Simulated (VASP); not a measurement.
**Ge4MoW: single point with PBE**

The system is Ge4MoW.

```xyz
12
Lattice="-3.4812 0.0000 0.0000 0.0000 0.0000 -6.4186 0.0000 -8.6226 0.0000" Properties=species:S:1:pos:R:3 pbc="T T T"
Ge   -1.7406   -6.1068   -5.5534
Ge    0.0000   -1.8098   -4.0785
Ge   -1.7406   -2.5158   -2.3441
Ge   -3.4812   -6.8128   -0.8691
Ge   -1.7406   -1.0131   -6.0173
Ge    0.0000   -5.3243   -3.6042
Ge   -1.7406   -7.6095   -2.8080
Ge   -3.4812   -3.2984   -0.3948
Mo   -1.7406   -4.9958   -1.6062
Mo   -1.7406   -3.6269   -4.8155
W     0.0000   -0.6821   -1.6056
W     0.0000   -7.9405   -4.8149
```

* Program: VASP 6.6.1
* Task: single point
* Functional: PBE
* Potentials or basis: VASP PAW PBE potentials, release 64 (Ge_d, Mo_sv, W_sv)
* Cutoff: 520 eV
* k mesh: 6 × 4 × 4
* Occupations: gaussian, width 0.2 eV
* Spin: no spin polarisation
* Dipole correction: no
* Further INCAR settings: ALGO = Normal; EDIFF = 1e-06; NBANDS = 96

```json
{"Pressure": "0.2 GPa", "Largest force": "0.026 eV/Å", "Band gap on the k mesh": "zero (bands 84 and 85 overlap by 0.38 eV)"}
```

Forces in eV/Å, atoms in the order of the input:
```
Ge   0.000  0.010 -0.001
Ge   0.000  0.019  0.000
Ge   0.000 -0.010 -0.001
Ge   0.000 -0.019  0.000
Ge   0.000 -0.002  0.025
Ge   0.000 -0.005 -0.020
Ge   0.000  0.002  0.025
Ge   0.000  0.005 -0.020
Mo   0.000  0.002  0.011
Mo   0.000 -0.002  0.011
W    0.000  0.001 -0.015
W    0.000 -0.001 -0.015
```

Stress tensor (GPa, compression positive):
```
0.11 0.00 0.00
0.00 0.28 0.00
0.00 0.00 0.33
```

Levels at points of the mesh, in eV from the Fermi level:
| k point | band 81 | band 82 | band 83 | band 84 | band 85 | band 86 | band 87 | band 88 |
| --- | --- | --- | --- | --- | --- | --- | --- | --- |
| (0.00, 0.00, 0.00) | -0.87 | -0.64 | -0.50 | -0.29 | -0.08 | 0.33 | 0.55 | 1.00 |
| (0.50, 0.00, 0.00) | -1.71 | -1.65 | -1.27 | -1.24 | 1.13 | 1.16 | 1.18 | 1.37 |
| (0.00, 0.50, 0.00) | -0.67 | -0.67 | -0.28 | -0.28 | 0.65 | 0.65 | 1.52 | 1.52 |
| (0.50, 0.50, 0.00) | -1.58 | -1.58 | -1.56 | -1.56 | 1.22 | 1.22 | 1.47 | 1.47 |
| (0.00, 0.00, 0.50) | -0.95 | -0.91 | 0.01 | 0.24 | 0.33 | 0.49 | 1.31 | 1.62 |
| (0.50, 0.00, 0.50) | -1.26 | -1.25 | -1.24 | -1.16 | 0.90 | 1.05 | 1.39 | 1.63 |
| (0.00, 0.50, 0.50) | -0.62 | -0.62 | -0.38 | -0.38 | 0.84 | 0.84 | 1.21 | 1.21 |
| (0.50, 0.50, 0.50) | -1.39 | -1.39 | -1.34 | -1.34 | 1.41 | 1.41 | 1.80 | 1.80 |

Run time: 6.7 min on 1 thread of Intel(R) Xeon(R) 6975P-C (Granite Rapids), with other jobs on the host, peak memory 0.61 GiB.

Caveat: spin-orbit coupling is left out, which moves the levels of the heavy elements.
